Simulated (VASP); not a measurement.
# Os (P6_3/mmc) in VASP: single point with LDA

Aim: the single point of Os with LDA.

Program: VASP 6.6.1. These are calculated values, not measurements. Logs are shortened: lines on timing, memory, paths and dates and some standing lists are left out, and cuts for length are marked.

**1. The cell of the first run**

The structure is hexagonal, space group P6_3/mmc (No. 194). Conventional cell: a = 2.707 Å, b = 2.707 Å, c = 4.273 Å, α = 90.00°, β = 90.00°, γ = 120.00°. Within 3.5 Å of Os (site symmetry -6m2) lie 12 Os at 2.65 to 2.71 Å.

**2. Single point, LDA**

The input, INCAR:

```
  PREC = Accurate
  ENCUT = 560
  EDIFF = 1E-6
  ISMEAR = -1
  SIGMA = 0.05
  LREAL = F
  LASPH = T
  NELM = 120
  ALGO = Normal
  ISIF = 2
  LWAVE = F
  LCHARG = F
  GGA = CA
  NBANDS = 23
  GGA_COMPAT = F
```

The input, KPOINTS:

```
regular mesh
0
Gamma
  20 20 11
```

The input, POSCAR:

```
Os
1.0
    2.7074055884      0.0000000000      0.0000000000
   -1.3537027942      2.3446820179      0.0000000000
    0.0000000000      0.0000000000      4.2728127259
Os
2
Direct
    0.3333333333      0.6666666667      0.2500000000
    0.6666666667      0.3333333333      0.7500000000
```

Potentials or basis: VASP PAW LDA potentials, release 64 (Os_sv_GW).

Run with:

```bash
$ cat potpaw_LDA.64/Os_sv_GW/POTCAR > POTCAR
$ mpirun -np 1 vasp_std > vasp.out
```

OUTCAR:

```text
PREC = Accurate
   ENCUT = 560
   EDIFF = 1E-6
   ISMEAR = -1
   LREAL = F
   LASPH = T
   NELM = 120
   ISIF = 2
   GGA = CA

 ion  position               nearest neighbor table
   1  0.333  0.667  0.250-   2 2.65   2 2.65   2 2.65   2 2.65   2 2.65   2 2.65
   2  0.667  0.333  0.750-   1 2.65   1 2.65   1 2.65   1 2.65   1 2.65   1 2.65

  LATTYP: Found a hexagonal cell.
 ALAT       =     2.7074055884
 C/A-ratio  =     1.5781945432

  Lattice vectors:

 A1 = (   2.7074055884,   0.0000000000,   0.0000000000)
 A2 = (  -1.3537027942,   2.3446820179,   0.0000000000)
 A3 = (   0.0000000000,   0.0000000000,   4.2728127259)

Analysis of symmetry for initial positions (statically):
=====================================================================
 Subroutine PRICEL returns:
 Original cell was already a primitive cell.

 Routine SETGRP: Setting up the symmetry group for a
 hexagonal supercell.

 Subroutine GETGRP returns: Found 24 space group operations
 (whereof 12 operations were pure point group operations)
 out of a pool of 24 trial point group operations.

The static configuration has the point symmetry D_3d.
 The point group associated with its full space group is D_6h.

Analysis of symmetry for dynamics (positions and initial velocities):
=====================================================================
 Subroutine PRICEL returns:
 Original cell was already a primitive cell.

 Routine SETGRP: Setting up the symmetry group for a
 hexagonal supercell.

 Subroutine GETGRP returns: Found 24 space group operations
 (whereof 12 operations were pure point group operations)
 out of a pool of 24 trial point group operations.

The dynamic configuration has the point symmetry D_3d.
 The point group associated with its full space group is D_6h.

 Subroutine INISYM returns: Found 24 space group operations
 (whereof 12 operations are pure point group operations),
 and found     1 'primitive' translations

----------------------------------------------------------------------------------------

                                     Primitive cell

  volume of cell :      27.1238

  direct lattice vectors                    reciprocal lattice vectors
     2.707405588  0.000000000  0.000000000     0.369357293  0.213248533  0.000000000
    -1.353702794  2.344682018  0.000000000     0.000000000  0.426497065  0.000000000
     0.000000000  0.000000000  4.272812726     0.000000000  0.000000000  0.234037873

  length of vectors
     2.707405588  2.707405588  4.272812726     0.426497065  0.426497065  0.234037873

  position of ions in fractional coordinates (direct lattice)
     0.333333333  0.666666667  0.250000000
     0.666666667  0.333333333  0.750000000

  ion indices of the primitive-cell ions
   primitive index   ion index
                 1           1
                 2           2

----------------------------------------------------------------------------------------

 KPOINTS: regular mesh

Automatic generation of k-mesh.
 Grid dimensions read from file:
 generate k-points for:   20   20   11

 Generating k-lattice:

  Cartesian coordinates                     Fractional coordinates (reciprocal lattice)
     0.018467865  0.010662427  0.000000000     0.050000000  0.000000000  0.000000000
     0.000000000  0.021324853  0.000000000     0.000000000  0.050000000  0.000000000
     0.000000000  0.000000000  0.021276170     0.000000000  0.000000000  0.090909091

  Length of vectors
     0.021324853  0.021324853  0.021276170

  Shift w.r.t. Gamma in fractional coordinates (k-lattice)
     0.000000000  0.000000000  0.000000000

 Subroutine IBZKPT returns following result:
 ===========================================

 Found    264 irreducible k-points:

 Following reciprocal coordinates:
            Coordinates               Weight
  0.000000  0.000000  0.000000      1.000000
  0.050000 -0.000000  0.000000      6.000000
  0.100000 -0.000000  0.000000      6.000000
  0.150000 -0.000000  0.000000      6.000000
  0.200000 -0.000000  0.000000      6.000000
  0.250000 -0.000000  0.000000      6.000000
[... 16 lines left out ...]
  0.200000  0.100000  0.000000     12.000000
  0.250000  0.100000  0.000000     12.000000
 [... further k-points ...]
   k-points           NKPTS =    264   k-points in BZ     NKDIM =    264   number of bands    NBANDS=     23
   number of dos      NEDOS =    301   number of ions     NIONS =      2
   total plane-waves  NPLWV =  20736
   dimension x,y,z NGX =    24 NGY =   24 NGZ =   36
   dimension x,y,z NGXF=    48 NGYF=   48 NGZF=   72
   ions per type =               2
   NGX,Y,Z   is equivalent  to a cutoff of  14.74, 14.74, 14.01 a.u.
   NGXF,Y,Z  is equivalent  to a cutoff of  29.47, 29.47, 28.01 a.u.
 SYSTEM =  unknown system
   PREC   = accura    normal or accurate (medium, high low for compatibility)
   ISTART =      0    job   : 0-new  1-cont  2-samecut
   ICHARG =      2    charge: 1-file 2-atom 10-const
   ISPIN  =      1    spin polarized calculation?
   LNONCOLLINEAR =      F non collinear calculations
   LSORBIT =      F    spin-orbit coupling
   LASPH  =      T    aspherical Exc in radial PAW
   ENCUT  =  560.0 eV  41.16 Ry    6.42 a.u.   5.22  5.22  8.24*2*pi/ulx,y,z
   NELM   =    120;   NELMIN=  2; NELMDL= -5     # of ELM steps
   EDIFF  = 0.1E-05   stopping-criterion for ELM
   LREAL  =      F    real-space projection
   EDIFFG = 0.1E-04   stopping-criterion for IOM
   NSW    =      0    number of steps for IOM
   IBRION =     -1    ionic relax: 0-MD 1-quasi-New 2-CG
   NFREE  =      0    steps in history (QN), initial steepest desc. (CG)
   ISIF   =      2    stress and relaxation
   ISYM   =      2    0-nonsym 1-usesym 2-fastsym
   POTIM  = 0.5000    time-step for ionic-motion
   TEBEG  =    0.0;   TEEND  =   0.0 temperature during run
   PSTRESS=    0.0 pullay stress
   NELECT =      32.0000    total number of electrons
   NUPDOWN=      -1.0000    fix difference up-down
   EMIN   =  10.00;   EMAX   =-10.00  energy-range for DOS
   EFERMI =   0.00;   METHOD = LEGACY
   ISMEAR =    -1;   SIGMA  =   0.05  broadening in eV -4-tet -1-fermi 0-gaus
   EFERMI_NEDOS =   21; number of points for ismear=-14 and -15
   IALGO  =     38    algorithm
   IMIX   =      4    mixing-type and parameters
     AMIX     =   0.40;   BMIX     =  1.00
     AMIX_MAG =   1.60;   BMIX_MAG =  1.00
  volume/ion in A,a.u.               =      13.56        91.52
  Fermi-wavevector in a.u.,A,eV,Ry     =   1.729847  3.268937 40.713691  2.992372
  Thomas-Fermi vector in A             =   2.804515
   LORBIT       =      0    0 simple, 1 ext, 2 COOP (PROOUT), +10 PAW based schemes
   GGA     = CA    functional components
   LHFCALC =     F    Hartree Fock is set to
   AEXX    =    0.0000 exact exchange contribution
   IVDW    =     0    specifies the selected vdW correction
   LEPSILON=     F    determine dielectric tensor
   LRPA    =     F    only Hartree local field effects (RPA)
 non-spin polarized calculation
  energy-cutoff  :      560.00
  volume of cell :       27.12
 maximum number of plane-waves:       829
 NGX is ok and might be reduce to    24
   NGX = 11   NGY = 11   NGZ = 17

 number of electron      31.9999999 magnetization

 Free energy of the ion-electron system (eV)
  ---------------------------------------------------
  ext. energy  EPLUGINS =         0.00000000
  ---------------------------------------------------
  free energy    TOTEN  =       -27.61745264 eV

  energy without entropy =      -27.60749054  energy(sigma->0) =      -27.61247159

 E-fermi :  14.1880     XC(G=0): -15.0080

 val. band max:       14.1790612115   @ k =   0.4000   0.0500   0.3636
 cond. band min:      14.1931263403   @ k =   0.5000  -0.0000   0.3636
 fundamental gap:      0.0140651288
 Fermi energy:        14.1880068274

 k-point     1 :       0.0000    0.0000    0.0000
  band No.  band energies     occupation
      1     -72.1499      2.00000
      2     -72.0135      2.00000
      3     -32.4516      2.00000
      4     -31.3973      2.00000
      5     -31.3973      2.00000
      6     -31.1969      2.00000
[... 15 lines left out ...]
     22      27.4790      0.00000
     23      29.9560      0.00000

 k-point     2 :       0.0500   -0.0000    0.0000
  band No.  band energies     occupation
      1     -72.1478      2.00000
      2     -72.0125      2.00000
      3     -32.4420      2.00000
      4     -31.4180      2.00000
      5     -31.4044      2.00000
      6     -31.2190      2.00000
[... 15 lines left out ...]
     22      27.7067      0.00000
     23      30.0955      0.00000

 k-point     3 :       0.1000   -0.0000    0.0000
  band No.  band energies     occupation
      1     -72.1410      2.00000
      2     -72.0102      2.00000
      3     -32.4133      2.00000
      4     -31.4791      2.00000
      5     -31.4251      2.00000
      6     -31.2826      2.00000
[... 15 lines left out ...]
     22      28.3500      0.00000
     23      30.4752      0.00000

 k-point     4 :       0.1500   -0.0000    0.0000
  band No.  band energies     occupation
      1     -72.1296      2.00000
      2     -72.0064      2.00000
      3     -32.3672      2.00000
      4     -31.5733      2.00000
      5     -31.4564      2.00000
      6     -31.3790      2.00000
[... 15 lines left out ...]
     22      29.2464      0.00000
     23      30.8728      0.00000

 k-point     5 :       0.2000   -0.0000    0.0000
  band No.  band energies     occupation
      1     -72.1155      2.00000
      2     -72.0015      2.00000
      3     -32.3052      2.00000
      4     -31.6916      2.00000
      5     -31.4987      2.00000
      6     -31.4943      2.00000
[... 434 lines left out ...]
 k-point    22 :       0.1500    0.1000    0.0000
  band No.  band energies     occupation
      1     -72.1097      2.00000
      2     -71.9997      2.00000
      3     -32.2797      2.00000
      4     -31.7046      2.00000
      5     -31.6155      2.00000
      6     -31.4488      2.00000
[... 15 lines left out ...]
     22      29.7949      0.00000
     23      30.9256      0.00000

 k-point    23 :       0.2000    0.1000    0.0000
  band No.  band energies     occupation
      1     -72.0937      2.00000
      2     -71.9956      2.00000
      3     -32.2076      2.00000
      4     -31.8221      2.00000
      5     -31.7111      2.00000
      6     -31.5126      2.00000
[... 15 lines left out ...]
     22      28.4424      0.00000
     23      29.6409      0.00000

 k-point    24 :       0.2500    0.1000    0.0000
  band No.  band energies     occupation
      1     -72.0771      2.00000
      2     -71.9924      2.00000
      3     -32.1272      2.00000
      4     -31.9444      2.00000
      5     -31.8018      2.00000
      6     -31.5751      2.00000
[... 15 lines left out ...]
     22      26.6127      0.00000
     23      28.3231      0.00000

 [... further k-points ...]

------------------------ aborting loop because EDIFF is reached ----------------------------------------

  FORCE on cell =-STRESS in cart. coord.  units (eV):
  Direction    XX          YY          ZZ          XY          YZ          ZX
  --------------------------------------------------------------------------------------
  -------------------------------------------------------------------------------------
  Total        0.8430615      0.8430615      0.9401368      0.0000000      0.0000000      0.0000000
  in kB       49.7987806     49.7987806     55.5329188      0.0000000      0.0000000      0.0000000
  external PRESSURE =      51.7101600 kB  Pullay stress =       0.0000000 kB

 VOLUME and BASIS-vectors are now :
 -----------------------------------------------------------------------------
  energy-cutoff  :      560.00
  volume of cell :       27.12
      direct lattice vectors                 reciprocal lattice vectors
     2.707405588  0.000000000  0.000000000     0.369357293  0.213248533  0.000000000
    -1.353702794  2.344682018  0.000000000     0.000000000  0.426497065  0.000000000
     0.000000000  0.000000000  4.272812726     0.000000000  0.000000000  0.234037873

 POSITION                                       TOTAL-FORCE (eV/Angst)
 -----------------------------------------------------------------------------------
     -0.00000      1.56312      1.06820         0.000000     -0.000000      0.000000
      1.35370      0.78156      3.20461        -0.000000      0.000000      0.000000
 -----------------------------------------------------------------------------------
    total drift:                                0.000000     -0.000000      0.000000

  FREE ENERGIE OF THE ION-ELECTRON SYSTEM (eV)
  ---------------------------------------------------
  free  energy   TOTEN  =       -27.6174526353 eV

  energy  without entropy=      -27.6074905410  energy(sigma->0) =      -27.61247159
```

It took 50 s on 1 thread of Intel Xeon 6975P-C (Granite Rapids), shared host; peak memory 0.27 GiB.

Results:

```yaml
Free_energy: -27.6175 eV
Pressure: 5.2 GPa
Band_gap_on_the_k_mesh: zero (bands 16 and 17 overlap by 4.17 eV)
```

Caveat: the cell stands under pressure; spin-orbit coupling is left out, which moves the levels of the heavy elements.
